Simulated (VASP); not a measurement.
Write the native input for VASP 6.6.1 that does the following.

```yaml
Task: single point
Functional: PBE
Potentials_or_basis: VASP PAW PBE potentials, release 64 (Cd, S)
Cutoff: 500 eV
k_mesh: 4 × 4 × 4
Occupations: gaussian, width 0.1 eV
Spin: collinear spin, ferromagnetic start
Starting_moments: "[-1.0, 0.0] μB"
Dipole_correction: no
Further_INCAR_settings: ALGO = Normal; EDIFF = 1e-06; NBANDS = 20
```

The structure of CdS lies in POSCAR:

```
CdS
1.0
    0.0000000000      2.7532440000      2.7532440000
    2.7532440000      0.0000000000      2.7532440000
    2.7532440000      2.7532440000      0.0000000000
Cd S
1 1
Direct
    0.0000000000      0.0000000000      0.0000000000
    0.5000000000      0.5000000000      0.5000000000
```

The input as run:

INCAR

```
SYSTEM = CdS
PREC = Accurate ; ENCUT = 500
EDIFF = 1E-6 ; ISMEAR = 0
SIGMA = 0.1 ; LREAL = .FALSE.
LASPH = .TRUE. ; NELM = 200
ALGO = Normal ; ISIF = 2
LWAVE = .FALSE. ; LCHARG = .FALSE.
ISPIN = 2 ; MAGMOM = -1 0
LORBIT = 11 ; GGA = PE
NBANDS = 20 ; GGA_COMPAT = .FALSE.
```

KPOINTS

```
regular mesh
0
G
  4 4 4
  0 0 0
```

Potentials or basis: VASP PAW PBE potentials, release 64 (Cd, S).

The run is started by

```sh
$ cat potpaw_PBE.64/Cd/POTCAR potpaw_PBE.64/S/POTCAR > POTCAR
$ mpirun -np 1 vasp_std > vasp.out
```

Results of the run:

```yaml
Pressure: 0.3 GPa
Band_gap_on_the_k_mesh: 0.22 eV, indirect (least direct gap 1.51 eV)
Net_moment: 0.00 μB per cell
Valence_electrons_inside_the_program's_atomic_spheres: Cd 10.19; S 3.71
```

Caveat: the k points lie up to 0.49 Å⁻¹ apart.

It took 19 s on 1 thread of Intel Xeon 6455B (shared host), peak memory 0.17 GiB.
